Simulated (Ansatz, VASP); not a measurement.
# One calculation of NaF, two programs

The input INCAR:

```
PREC = Accurate
ENCUT = 600
EDIFF = 1E-6
ISMEAR = 0
SIGMA = 0.1
LREAL = False
LASPH = True
NELM = 120
ALGO = Normal
ISIF = 2
LWAVE = False
LCHARG = False
GGA = PE
NBANDS = 14
GGA_COMPAT = False
```

KPOINTS

```
Automatic mesh
0
Gamma
  6 6 6
```

POSCAR

```
NaF
1.0
    0.0000000000      2.2858943900      2.2858943900
    2.2858943900      0.0000000000      2.2858943900
    2.2858943900      2.2858943900      0.0000000000
Na F
1 1
Direct
    0.0000000000      0.0000000000      0.0000000000
    0.5000000000      0.5000000000      0.5000000000
```

Input for Ansatz:

```yaml
crystal:
  lattice:
    - [0.0, 2.28589439, 2.28589439]
    - [2.28589439, 0.0, 2.28589439]
    - [2.28589439, 2.28589439, 0.0]
  atoms:
    - { symbol: Na, position: [0.0, 0.0, 0.0] }
    - { symbol: F, position: [0.5, 0.5, 0.5] }
basis:
  ecutwfc: 420
kpoints:
  mp_grid: { grid: [6, 6, 6] }
hamiltonian:
  xc: pbe
scf:
  occupations: { method: gaussian, width: 0.1 }
  lower_state_search: "off"
output:
  forces: true
  stress: true
  eigenvalues: true
```

Alike in both runs: task single point; functional PBE; k mesh 6 × 6 × 6; occupations gaussian, width 0.1 eV; no spin polarisation.

```csv
,VASP,Ansatz
version,VASP 6.6.1,Ansatz 0.2.0
potentials or method,"VASP PAW PBE potentials, release 64 (Na_pv, F), cutoff 600 eV","scalar-relativistic, plane waves, PAW"
valence electrons in the cell,14,16
```

Ansatz gave:

| Quantity | Value |
| --- | --- |
| gap on the k mesh at the Fermi level (eV) | 6.54 |
| least direct gap on the mesh (eV) | 6.54 |
| pressure (GPa) | 4.5 |

Q: Estimate VASP's values.

A: gap on the k mesh at the Fermi level (eV): 6.53; least direct gap on the mesh (eV): 6.53; pressure (GPa): 4.3.

VASP's potentials hold 14 valence electrons a cell and Ansatz's 16, so a difference there can come from the potentials and not from the codes.
